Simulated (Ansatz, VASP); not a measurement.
## Te: VASP beside Ansatz

```
CELL_PARAMETERS angstrom
4.31861 0.00000 0.00000
-2.15930 3.74002 0.00000
0.00000 0.00000 5.96574
ATOMIC_POSITIONS crystal
Te 0.28474 0.00000 0.33333
Te 0.00000 0.28474 0.66667
Te 0.71526 0.71526 0.00000
```

Alike in both runs: task single point; functional LDA; k mesh 12 × 12 × 8; occupations gaussian, width 0.1 eV; no spin polarisation.

|  | VASP | Ansatz |
| --- | --- | --- |
| version | VASP 6.6.1 | Ansatz 0.2.0 |
| potentials or method | VASP PAW LDA potentials, release 64 (Te), cutoff 520 eV | scalar-relativistic, plane waves, PAW |
| valence electrons in the cell | 18 | 48 |

Ansatz gave:

- gap on the k mesh at the Fermi level (eV): none
- pressure (GPa): -1.2
- traceless stress, the component that is largest in VASP (GPa): -0.27
- rms of the force components (eV/Å): 0.033

Estimate VASP's values.

gap on the k mesh at the Fermi level (eV): none; pressure (GPa): -1.1; traceless stress, the component that is largest in VASP (GPa): -0.21; rms of the force components (eV/Å): 0.020.

LDA's correlation is that of Perdew and Zunger in VASP and of Perdew and Wang (1992) in Ansatz. Atom by atom the forces differ by 0.012 eV/Å (rms over components). A gap of «none» marks a metal or a gap that the smearing closes. VASP's potentials hold 18 valence electrons a cell and Ansatz's 48, so a difference there can come from the potentials and not from the codes.

Spin-orbit coupling is off throughout.
